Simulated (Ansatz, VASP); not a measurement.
# In2Sb: VASP beside Ansatz

```xyz
6
Lattice="5.2826 0.0000 0.0000 -2.6413 4.5749 0.0000 0.0000 0.0000 6.3212" Properties=species:S:1:pos:R:3 pbc="T T T"
In    2.6413    1.5250    1.5803
In    0.0000    3.0499    4.7409
In    0.0000    0.0000    3.1606
In    0.0000    0.0000    0.0000
Sb    2.6413    1.5250    4.7409
Sb    0.0000    3.0499    1.5803
```

Alike in both runs: functional PBEsol; dispersion D4; k mesh 12 × 12 × 6; occupations gaussian, width 0.1 eV; no spin polarisation.

Ansatz relaxed the structure, and its values are those at the end. VASP's run is a single point on that final structure, the one shown.

```csv
,VASP,Ansatz
version,VASP 6.6.1,Ansatz 0.2.0
potentials or method,"VASP PAW PBE potentials, release 64 (In_d, Sb), cutoff 520 eV","scalar-relativistic, plane waves, PAW"
valence electrons in the cell,62,82
```

|  | VASP | Ansatz | Ansatz less VASP |
| --- | --- | --- | --- |
| gap on the k mesh at the Fermi level (eV) | none | none | - |
| pressure (GPa) | 0.0 | 0.0 | -0.04 |

VASP's potentials were made for PBE, not for PBEsol. A gap of «none» marks a metal or a gap that the smearing closes. VASP's potentials hold 62 valence electrons a cell and Ansatz's 82, so a difference there can come from the potentials and not from the codes.

Neither program's run includes spin-orbit coupling.
